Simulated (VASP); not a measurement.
# C (Fd-3m) in VASP: further runs

C is run at these levels: LDA; tasks: single point, relaxation of cell and atoms.

Program: VASP 6.6.1. These are calculated values, not measurements. Logs are shortened: lines on timing, memory, paths and dates and some standing lists are left out, and cuts for length are marked.

### 1 The cell of the first run

The structure is cubic, space group Fd-3m (No. 227). The conventional cell has a = 3.460 Å, b = 3.460 Å, c = 3.460 Å, α = 90.00°, β = 90.00°, γ = 90.00°. C (site symmetry -43m) has 4 C at 1.50 Å within 2.0 Å.

### 2 Single point, LDA (volume scaled by 0.94)

Input file INCAR:

```
ALGO = Normal ; EDIFF = 1E-6
ENCUT = 520 ; GGA = CA
ISIF = 2 ; ISMEAR = -1
LASPH = True ; LCHARG = False
LREAL = False ; LWAVE = False
NBANDS = 11 ; NELM = 80
PREC = Accurate ; SIGMA = 0.08
```

Input file KPOINTS:

```
k-points
0
Gamma
  20 20 20
```

Input file POSCAR:

```
C
1.0
    0.0000000000      1.7298212174      1.7298212174
    1.7298212174      0.0000000000      1.7298212174
    1.7298212174      1.7298212174      0.0000000000
C
2
Direct
   -0.1250000000     -0.1250000000     -0.1250000000
    0.1250000000      0.1250000000      0.1250000000
```

Potentials or basis: VASP PAW LDA potentials, release 64 (C).

Run with:

```console
cat potpaw_LDA.64/C/POTCAR > POTCAR
mpirun -np 1 vasp_std > vasp.out
```

OUTCAR:

```text
EDIFF = 1E-6
   ENCUT = 520
   GGA = CA
   ISIF = 2
   ISMEAR = -1
   LASPH = True
   LREAL = False
   NELM = 80
   PREC = Accurate

 ion  position               nearest neighbor table
   1  0.875  0.875  0.875-   2 1.50   2 1.50   2 1.50   2 1.50
   2  0.125  0.125  0.125-   1 1.50   1 1.50   1 1.50   1 1.50

  LATTYP: Found a face centered cubic cell.
 ALAT       =     3.4596424348

  Lattice vectors:

 A1 = (   0.0000000000,   1.7298212174,   1.7298212174)
 A2 = (   1.7298212174,   0.0000000000,   1.7298212174)
 A3 = (   1.7298212174,   1.7298212174,   0.0000000000)

Analysis of symmetry for initial positions (statically):
=====================================================================
 Subroutine PRICEL returns:
 Original cell was already a primitive cell.

 Routine SETGRP: Setting up the symmetry group for a
 face centered cubic supercell.

 Subroutine GETGRP returns: Found 48 space group operations
 (whereof 12 operations were pure point group operations)
 out of a pool of 48 trial point group operations.

The static configuration has the point symmetry D_3d.
 The point group associated with its full space group is O_h .

Analysis of symmetry for dynamics (positions and initial velocities):
=====================================================================
 Subroutine PRICEL returns:
 Original cell was already a primitive cell.

 Routine SETGRP: Setting up the symmetry group for a
 face centered cubic supercell.

 Subroutine GETGRP returns: Found 48 space group operations
 (whereof 12 operations were pure point group operations)
 out of a pool of 48 trial point group operations.

The dynamic configuration has the point symmetry D_3d.
 The point group associated with its full space group is O_h .

 Subroutine INISYM returns: Found 48 space group operations
 (whereof 12 operations are pure point group operations),
 and found     1 'primitive' translations

----------------------------------------------------------------------------------------

                                     Primitive cell

  volume of cell :      10.3522

  direct lattice vectors                    reciprocal lattice vectors
     0.000000000  1.729821217  1.729821217    -0.289047212  0.289047212  0.289047212
     1.729821217  0.000000000  1.729821217     0.289047212 -0.289047212  0.289047212
     1.729821217  1.729821217  0.000000000     0.289047212  0.289047212 -0.289047212

  length of vectors
     2.446336626  2.446336626  2.446336626     0.500644457  0.500644457  0.500644457
[... 82 lines left out ...]
   LREAL  =      F    real-space projection
   EDIFFG = 0.1E-04   stopping-criterion for IOM
   NSW    =      0    number of steps for IOM
   IBRION =     -1    ionic relax: 0-MD 1-quasi-New 2-CG
   NFREE  =      0    steps in history (QN), initial steepest desc. (CG)
   ISIF   =      2    stress and relaxation
   ISYM   =      2    0-nonsym 1-usesym 2-fastsym
   POTIM  = 0.5000    time-step for ionic-motion
   TEBEG  =    0.0;   TEEND  =   0.0 temperature during run
   PSTRESS=    0.0 pullay stress
   NELECT =       8.0000    total number of electrons
   NUPDOWN=      -1.0000    fix difference up-down
   EMIN   =  10.00;   EMAX   =-10.00  energy-range for DOS
   EFERMI =   0.00;   METHOD = LEGACY
   ISMEAR =    -1;   SIGMA  =   0.08  broadening in eV -4-tet -1-fermi 0-gaus
   EFERMI_NEDOS =   21; number of points for ismear=-14 and -15
   IALGO  =     38    algorithm
   IMIX   =      4    mixing-type and parameters
     AMIX     =   0.40;   BMIX     =  1.00
     AMIX_MAG =   1.60;   BMIX_MAG =  1.00
  volume/ion in A,a.u.               =       5.18        34.93
  Fermi-wavevector in a.u.,A,eV,Ry     =   1.502312  2.838959 30.707571  2.256943
  Thomas-Fermi vector in A             =   2.613569
   LORBIT       =      0    0 simple, 1 ext, 2 COOP (PROOUT), +10 PAW based schemes
   GGA     = CA    functional components
   LHFCALC =     F    Hartree Fock is set to
   AEXX    =    0.0000 exact exchange contribution
   IVDW    =     0    specifies the selected vdW correction
   LEPSILON=     F    determine dielectric tensor
   LRPA    =     F    only Hartree local field effects (RPA)
 non-spin polarized calculation
  energy-cutoff  :      520.00
  volume of cell :       10.35
 maximum number of plane-waves:       295
   NGX =  9   NGY =  9   NGZ =  9

 number of electron       8.0000001 magnetization

 Free energy of the ion-electron system (eV)
  ---------------------------------------------------
  ext. energy  EPLUGINS =         0.00000000
  ---------------------------------------------------
  free energy    TOTEN  =       -20.17281805 eV

  energy without entropy =      -20.17281805  energy(sigma->0) =      -20.17281805

 E-fermi :  12.5047     XC(G=0): -13.9472

 val. band max:       11.1084354801   @ k =   0.0000   0.0000   0.0000
 cond. band min:      15.4399562046   @ k =   0.3500   0.3500   0.0000
 fundamental gap:      4.3315207245
 Fermi energy:        12.5047107091

 k-point     1 :       0.0000    0.0000    0.0000
  band No.  band energies     occupation
      1     -11.4678      2.00000
      2      11.1084      2.00000
      3      11.1084      2.00000
      4      11.1084      2.00000
      5      16.9099      0.00000
      6      16.9099      0.00000
      7      16.9099      0.00000
      8      26.8139      0.00000
      9      31.3583      0.00000
     10      38.7865      0.00000
     11      38.7865      0.00000
[... 309 lines left out ...]
 k-point    24 :      -0.3500    0.0500    0.0000
  band No.  band energies     occupation
      1      -7.5303      2.00000
      2       0.1086      2.00000
      3       7.8556      2.00000
      4       8.5661      2.00000
      5      19.7379      0.00000
      6      20.0699      0.00000
      7      21.2499      0.00000
      8      27.2418      0.00000
      9      33.2526      0.00000
     10      34.7856      0.00000
     11      36.7545      0.00000

 [... further k-points ...]
[... 5 lines left out ...]
  --------------------------------------------------------------------------------------
  -------------------------------------------------------------------------------------
  Total        2.2166501      2.2166501      2.2166501      0.0000000     -0.0000000      0.0000000
  in kB      343.0631453    343.0631453    343.0631453      0.0000000     -0.0000000      0.0000000
  external PRESSURE =     343.0631453 kB  Pullay stress =       0.0000000 kB

 VOLUME and BASIS-vectors are now :
 -----------------------------------------------------------------------------
  energy-cutoff  :      520.00
  volume of cell :       10.35
      direct lattice vectors                 reciprocal lattice vectors
     0.000000000  1.729821217  1.729821217    -0.289047212  0.289047212  0.289047212
     1.729821217  0.000000000  1.729821217     0.289047212 -0.289047212  0.289047212
     1.729821217  1.729821217  0.000000000     0.289047212  0.289047212 -0.289047212

 POSITION                                       TOTAL-FORCE (eV/Angst)
 -----------------------------------------------------------------------------------
      3.02719      3.02719      3.02719        -0.000000     -0.000000     -0.000000
      0.43246      0.43246      0.43246         0.000000      0.000000      0.000000
 -----------------------------------------------------------------------------------
    total drift:                                0.000000      0.000000      0.000000

  FREE ENERGIE OF THE ION-ELECTRON SYSTEM (eV)
  ---------------------------------------------------
  free  energy   TOTEN  =       -20.1728180543 eV

  energy  without entropy=      -20.1728180542  energy(sigma->0) =      -20.17281805
```

It took 8.2 s on 1 thread of Intel Xeon 6975P-C (Granite Rapids), shared host; peak memory 0.13 GiB.

What came out:

* Free energy: -20.1728 eV
* Pressure: 34.3 GPa
* Band gap on the k mesh: 4.33 eV, indirect (least direct gap 5.80 eV)

Caveat: the cell differs from its parent crystal (volume scaled by 0.94).

### 3 Single point, LDA

This run uses another cell than the first one, of 5.51 Å³/atom, 1.064 times its volume.

Input file INCAR:

```
PREC = Accurate
ENCUT = 520
EDIFF = 1E-7
ISMEAR = -1
SIGMA = 0.08
LREAL = F
LASPH = T
NELM = 100
ALGO = Normal
ISIF = 2
LWAVE = F
LCHARG = F
NBANDS = 11
```

Input file KPOINTS:

```
Automatic mesh
0
Gamma
  20 20 20
```

Input file POSCAR:

```
C
1.0
    0.0000000000      1.7658694851      1.7658694851
    1.7658694851      0.0000000000      1.7658694851
    1.7658694851      1.7658694851      0.0000000000
C
2
Direct
   -0.1250000000     -0.1250000000     -0.1250000000
    0.1250000000      0.1250000000      0.1250000000
```

Potentials or basis: VASP PAW LDA potentials, release 64 (C).

Run with:

```console
cat potpaw_LDA.64/C/POTCAR > POTCAR
mpirun -np 1 vasp_std > vasp.out
```

OUTCAR:

```text
PREC = Accurate
   ENCUT = 520
   EDIFF = 1E-7
   ISMEAR = -1
   LREAL = F
   LASPH = T
   NELM = 100
   ISIF = 2

 ion  position               nearest neighbor table
   1  0.875  0.875  0.875-   2 1.53   2 1.53   2 1.53   2 1.53
   2  0.125  0.125  0.125-   1 1.53   1 1.53   1 1.53   1 1.53

  LATTYP: Found a face centered cubic cell.
 ALAT       =     3.5317389702

  Lattice vectors:

 A1 = (   0.0000000000,   1.7658694851,   1.7658694851)
 A2 = (   1.7658694851,   0.0000000000,   1.7658694851)
 A3 = (   1.7658694851,   1.7658694851,   0.0000000000)

Analysis of symmetry for initial positions (statically):
=====================================================================
 Subroutine PRICEL returns:
 Original cell was already a primitive cell.

 Routine SETGRP: Setting up the symmetry group for a
 face centered cubic supercell.

 Subroutine GETGRP returns: Found 48 space group operations
 (whereof 12 operations were pure point group operations)
 out of a pool of 48 trial point group operations.

The static configuration has the point symmetry D_3d.
 The point group associated with its full space group is O_h .

Analysis of symmetry for dynamics (positions and initial velocities):
[... 163 lines left out ...]
 fundamental gap:      4.1749967149
 Fermi energy:        11.5617318285

 k-point     1 :       0.0000    0.0000    0.0000
  band No.  band energies     occupation
      1     -11.5555      2.00000
      2      10.1615      2.00000
      3      10.1615      2.00000
      4      10.1615      2.00000
      5      15.7874      0.00000
      6      15.7874      0.00000
      7      15.7874      0.00000
      8      24.4000      0.00000
      9      29.5575      0.00000
     10      37.1244      0.00000
     11      37.1244      0.00000
[... 309 lines left out ...]
 k-point    24 :      -0.3500    0.0500    0.0000
  band No.  band energies     occupation
      1      -7.7877      2.00000
      2      -0.3612      2.00000
      3       7.0842      2.00000
      4       7.7586      2.00000
      5      18.5081      0.00000
      6      18.8224      0.00000
      7      19.5206      0.00000
      8      25.5941      0.00000
      9      31.3567      0.00000
     10      33.2099      0.00000
     11      34.7875      0.00000

 [... further k-points ...]
[... 5 lines left out ...]
  --------------------------------------------------------------------------------------
  -------------------------------------------------------------------------------------
  Total        0.1114414      0.1114414      0.1114414      0.0000000     -0.0000000      0.0000000
  in kB       16.2125546     16.2125546     16.2125546      0.0000000     -0.0000000      0.0000000
  external PRESSURE =      16.2125546 kB  Pullay stress =       0.0000000 kB

 VOLUME and BASIS-vectors are now :
 -----------------------------------------------------------------------------
  energy-cutoff  :      520.00
  volume of cell :       11.01
      direct lattice vectors                 reciprocal lattice vectors
     0.000000000  1.765869485  1.765869485    -0.283146634  0.283146634  0.283146634
     1.765869485  0.000000000  1.765869485     0.283146634 -0.283146634  0.283146634
     1.765869485  1.765869485  0.000000000     0.283146634  0.283146634 -0.283146634

 POSITION                                       TOTAL-FORCE (eV/Angst)
 -----------------------------------------------------------------------------------
      3.09027      3.09027      3.09027        -0.000000      0.000000      0.000000
      0.44147      0.44147      0.44147         0.000000     -0.000000     -0.000000
 -----------------------------------------------------------------------------------
    total drift:                                0.000000      0.000000     -0.000000

  FREE ENERGIE OF THE ION-ELECTRON SYSTEM (eV)
  ---------------------------------------------------
  free  energy   TOTEN  =       -20.2452188008 eV

  energy  without entropy=      -20.2452188007  energy(sigma->0) =      -20.24521880
```

OSZICAR:

```text
N       E                     dE             d eps       ncg     rms          rms(c)
DAV:   1    -0.464579100697E+01   -0.46458E+01   -0.44801E+03  5870   0.693E+02
DAV:   2    -0.208354916605E+02   -0.16190E+02   -0.15735E+02  7550   0.118E+02
DAV:   3    -0.211133490338E+02   -0.27786E+00   -0.27721E+00  6610   0.115E+01
DAV:   4    -0.211138234113E+02   -0.47438E-03   -0.47437E-03  6034   0.593E-01
DAV:   5    -0.211138240346E+02   -0.62335E-06   -0.62334E-06  6435   0.200E-02    0.592E+00
DAV:   6    -0.204693854799E+02    0.64444E+00   -0.34436E-01  5791   0.409E+00    0.343E+00
DAV:   7    -0.202453262166E+02    0.22406E+00   -0.40818E-01  6166   0.446E+00    0.761E-01
DAV:   8    -0.202452333340E+02    0.92883E-04   -0.98883E-03  5938   0.823E-01    0.294E-02
DAV:   9    -0.202452172247E+02    0.16109E-04   -0.37686E-05  6394   0.476E-02    0.209E-02
DAV:  10    -0.202452188698E+02   -0.16450E-05   -0.22260E-06  6172   0.123E-02    0.495E-03
DAV:  11    -0.202452188008E+02    0.68978E-07   -0.92640E-08  4687   0.231E-03
   1 F= -.20245219E+02 E0= -.20245219E+02  d E =-.103265E-09
```

Wall time 10 s (1 thread of Intel Xeon 6975P-C (Granite Rapids), shared host); peak memory 0.12 GiB.

Results:

- Free energy: -20.2452 eV
- Pressure: 1.6 GPa
- Band gap on the k mesh: 4.17 eV, indirect (least direct gap 5.63 eV)

A k mesh can miss the band edges. Expect the measured gap to be larger: semilocal functionals such as LDA lack the derivative discontinuity.

[end of part 1 of 2]
